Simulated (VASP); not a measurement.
The system is CdSb3O.

```xyz
5
Lattice="4.2956 0.0000 0.0000 0.0000 4.2956 0.0000 0.0000 0.0000 6.9507" Properties=species:S:1:pos:R:3 pbc="T T T"
Cd    2.1478    2.1478    0.0000
Sb    0.0000    0.0000    3.4754
Sb    2.1478    2.1478    1.8798
Sb    2.1478    2.1478    5.0709
O     2.1478    2.1478    3.4754
```

```yaml
Program: VASP 6.6.1
Task: relaxation of cell and atoms
Functional: PBE
Potentials_or_basis: VASP PAW PBE potentials, release 64 (Cd, Sb, O)
Cutoff: 600 eV
k_mesh: 4 × 4 × 4
Occupations: gaussian, width 0.1 eV
Spin: no spin polarisation
```

At the start: pressure 72.0 GPa; volume 25.65 Å³/atom.

Task: Where does the relaxation end?

Result: Over 29 steps the energy falls by 4396.1 meV/atom and the volume is 24.51 Å³/atom (-4.5 %); space group P4/mmm (No. 123, to 0.05 Å).

The path:
| step | energy change (eV) | largest force (eV/Å) | pressure (GPa) | volume (Å³) |
| --- | --- | --- | --- | --- |
| 1 | 0.0000 | 8.3312 | 72.00 | 128.25 |
| 2 | 9.8104 | 1.9260 | -26.64 | 350.93 |
| 3 | -18.6312 | 1.6814 | -8.50 | 225.82 |
| 4 | -19.3456 | 1.2920 | -7.09 | 215.94 |
| 5 | -20.1106 | 0.6007 | -2.22 | 192.73 |
| 6 | -20.1113 | 0.4423 | -2.60 | 194.04 |
| 7 | -20.5217 | 0.7141 | -2.47 | 179.81 |
| 8 | -21.3049 | 1.7588 | 2.36 | 139.97 |
| 9 | -21.4723 | 1.0378 | 0.15 | 136.80 |
| 10 | -21.4889 | 0.9316 | -0.39 | 135.74 |
| 11 | -21.4786 | 0.7574 | -1.16 | 133.56 |
| 12 | -21.4933 | 0.8727 | -0.66 | 135.13 |
| 13 | -21.6142 | 0.8827 | -0.44 | 132.74 |
| 14 | -21.8826 | 0.6521 | 1.00 | 125.68 |
| 15 | -20.3938 | 3.8498 | 13.27 | 112.01 |
| 16 | -21.8601 | 0.7482 | 1.68 | 124.87 |
| 17 | -21.6870 | 0.4393 | 5.27 | 118.38 |
| 18 | -21.8669 | 0.6447 | 2.19 | 123.66 |
| 19 | -21.9337 | 0.1378 | 0.60 | 125.06 |
| 20 | -21.9397 | 0.0588 | 0.03 | 125.67 |
| 21 | -21.9588 | 0.0373 | -0.38 | 125.74 |
| 22 | -21.9645 | 0.1486 | -0.79 | 125.79 |
| 23 | -21.9647 | 0.1339 | -0.74 | 125.79 |
| 24 | -21.9702 | 0.1773 | -0.11 | 124.28 |
| 25 | -21.9708 | 0.1977 | 0.20 | 123.56 |
| 26 | -21.9741 | 0.1643 | 0.20 | 123.37 |
| 27 | -21.9800 | 0.0623 | 0.19 | 122.78 |
| 28 | -21.9714 | 0.1775 | 0.34 | 121.59 |
| 29 | -21.9807 | 0.0172 | 0.23 | 122.54 |

Final structure:
```
CELL_PARAMETERS angstrom
3.38512 0.00000 0.00000
0.00000 3.38512 0.00000
0.00000 0.00000 10.69378
ATOMIC_POSITIONS crystal
Cd 0.50000 0.50000 0.00000
Sb 0.00000 0.00000 0.50000
Sb 0.50000 0.50000 0.26108
Sb 0.50000 0.50000 0.73892
O 0.50000 0.50000 0.50000
```

Caveat: the k points lie up to 0.46 Å⁻¹ apart in the final cell; an odd number of electrons without spin polarisation forces a metal; a magnetic or distorted state may lie lower.
